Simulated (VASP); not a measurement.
A run of VASP 6.6.1 is set up as follows.

File INCAR:

```
SYSTEM = TaRu2
ALGO = Fast
EDIFF = 1E-6
ENCUT = 520
GGA = PE
ISIF = 2
ISMEAR = 0
LASPH = .TRUE.
LCHARG = .FALSE.
LREAL = .FALSE.
LWAVE = .FALSE.
NBANDS = 26
NELM = 60
PREC = Accurate
SIGMA = 0.1
```

KPOINTS

```
k-points
0
G
  20 20 20
  0 0 0
```

Contents of POSCAR:

```
TaRu2
1.0
   -1.5656858687      1.5656858687      4.7904700915
    1.5656858687     -1.5656858687      4.7904700915
    1.5656858687      1.5656858687     -4.7904700915
Ta Ru
1 2
Direct
    0.0000000000      0.0000000000      0.0000000000
    0.6540263139      0.6540263139      0.0000000000
    0.3459736861      0.3459736861      0.0000000000
```

Potentials or basis: VASP PAW PBE potentials, release 64 (Ta_pv, Ru_pv).

Launch:

```bash
$ cat potpaw_PBE.64/Ta_pv/POTCAR potpaw_PBE.64/Ru_pv/POTCAR > POTCAR
$ mpirun -np 1 vasp_std > vasp.out
```

(1) Estimate the largest force.

(2) Predict the band gap on the k mesh.

## Answers

(1) 0.026 eV/Å.

(2) zero (an odd number of electrons rules out a gap without spin polarisation).

Caveat: spin-orbit coupling is left out, which moves the levels of the heavy elements.
